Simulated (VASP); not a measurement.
NaF (Villiaumite):

```
Na F
1.0
     0.00000    2.36550    2.36550
     2.36550    0.00000    2.36550
     2.36550    2.36550    0.00000
Na F
1 1
Cartesian
  0.0000 0.0000 0.0000
  2.3655 2.3655 2.3655
```

Base run:

```yaml
Program: VASP 6.6.1
Functional: r2SCAN
Potentials_or_basis: VASP PAW PBE potentials, release 64 (Na_pv, F)
Cutoff: 520 eV
k_mesh: 10 × 10 × 10
Occupations: fermi-dirac, width 0.05 eV
Spin: no spin polarisation
```

Its results: band gap on the k mesh 6.83 eV, direct; pressure -4.4 GPa.

Task: The run is repeated on the same cell with these changes: functional from r2SCAN to PBEsol. What comes out?

Result: Band gap on the k mesh 5.85 eV, direct; pressure -2.9 GPa.

r2SCAN gives the wider gap, since meta-GGAs in the generalised Kohn-Sham scheme recover part of the derivative discontinuity.

Caveats: the PAW data sets were made with another functional, which shifts forces and pressure a little.

A k mesh can miss the band edges.
